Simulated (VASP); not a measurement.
A run of VASP 6.6.1 is set up as follows.

Contents of INCAR:

```
ALGO = Normal
EDIFF = 1E-7
ENCUT = 520
GGA = PE
ISIF = 2
ISMEAR = 0
LASPH = T
LCHARG = F
LREAL = F
LWAVE = F
NBANDS = 33
NELM = 100
PREC = Accurate
SIGMA = 0.1
```

The input KPOINTS:

```
k-points
0
Gamma
  6 6 4
```

Contents of POSCAR:

```
SiNi2
1.0
    3.9107500272      0.0000000000      0.0000000000
   -1.9553750136      3.3868088714      0.0000000000
    0.0000000000      0.0000000000      4.9920720373
Si Ni
2 4
Direct
    0.3333333333      0.6666666667      0.7500000000
    0.6666666667      0.3333333333      0.2500000000
    0.0000000000      0.0000000000      0.0000000000
    0.0000000000      0.0000000000      0.5000000000
    0.3333333333      0.6666666667      0.2500000000
    0.6666666667      0.3333333333      0.7500000000
```

Potentials or basis: VASP PAW PBE potentials, release 64 (Si, Ni).

Launch:

```sh
$ cat potpaw_PBE.64/Si/POTCAR potpaw_PBE.64/Ni/POTCAR > POTCAR
$ mpirun -np 1 vasp_std > vasp.out
```

Predict the band gap on the k mesh.

zero (band 24 reaches 13.63 eV, above the bottom of band 25 at 10.43 eV).

What does it give for the pressure?

0.1 GPa.

Stress tensor (GPa, compression positive):
```
 0.11  0.00  0.00
 0.00  0.11  0.00
 0.00  0.00 -0.07
```

Spin polarisation is off, so any magnetic state and its effect on volume and gap are missing.
